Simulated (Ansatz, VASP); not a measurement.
**BaHf3H2: VASP beside Ansatz**

```xyz
6
Lattice="4.7935 0.0000 0.0000 0.0000 4.7935 0.0000 0.0000 0.0000 7.6714" Properties=species:S:1:pos:R:3 pbc="T T T"
Ba    2.3967    2.3967    0.0000
Hf    0.0000    0.0000    0.0000
Hf    2.3967    2.3967    3.8357
Hf    0.0000    0.0000    3.8357
H     2.3967    0.0000    3.8357
H     0.0000    2.3967    3.8357
```

Alike in both runs: task relaxation of cell and atoms; functional PBE; k mesh 4 × 4 × 2; occupations gaussian, width 0.1 eV; no spin polarisation.

```csv
,VASP,Ansatz
version,VASP 6.6.1,Ansatz 0.2.0
potentials or method,"VASP PAW PBE potentials, release 64 (Ba_sv, Hf_pv, H), cutoff 600 eV","scalar-relativistic, plane waves, PAW"
valence electrons in the cell,42,90
```

```csv
,VASP,Ansatz,Ansatz less VASP
"gap on the k mesh at the Fermi level, each at its own relaxed structure (eV)",none,none,-
relaxed volume (Å³/atom),19.81,19.79,-0.019
relaxed length of the cell vector where the two differ most in proportion (Å),6.324,6.332,+0.0082
```

A gap of «none» marks a metal or a gap that the smearing closes. VASP's potentials hold 42 valence electrons a cell and Ansatz's 90, so a difference there can come from the potentials and not from the codes.

The k mesh is coarse, so the values compare programs but aren't converged. Neither program's run includes spin-orbit coupling. Noted on VASP's run: the volume moved by over 15 % at a fixed basis, so the end points are rough.
